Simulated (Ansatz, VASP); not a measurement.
One calculation of Bi, two programs

```
Bi
1.0
     2.22660    1.28553    3.87328
    -2.22660    1.28553    3.87328
     0.00000   -2.57105    3.87328
Bi
2
Direct
  0.23389 0.23389 0.23389
  0.76611 0.76611 0.76611
```

Change from the starting cell: volume scaled by 0.94, PAW files.

Alike in both runs: task electric field gradients; functional PBEsol; k mesh 10 × 10 × 10; occupations fermi-dirac, width 0.03 eV; no spin polarisation.

```csv
,VASP,Ansatz
version,VASP 6.6.1,Ansatz 0.2.0
potentials or method,"VASP PAW PBE potentials, release 64 (Bi_d)","PAW with Ansatz's default frozen-core files, scalar-relativistic"
plane-wave cutoff (eV),520,420
valence electrons in the cell,30,30
```

|  | VASP | Ansatz | Ansatz less VASP |
| --- | --- | --- | --- |
| pressure (GPa) | 2.6 | 2.7 | +0.06 |
| traceless stress, the component that is largest in VASP (GPa) | -0.34 | -0.34 | -0.002 |
| rms of the force components (eV/Å) | 0.244 | 0.239 | -0.0049 |
| size of Vzz on the site where it differs most (V/Å²) | 28.8 | 31.4 | +2.62 |

VASP's potentials were made for PBE, not for PBEsol. Atom by atom the forces differ by 0.005 eV/Å (rms over components). With one functional, cell and mesh, what is left measures potentials, basis and numerics.

Spin-orbit coupling is off throughout.
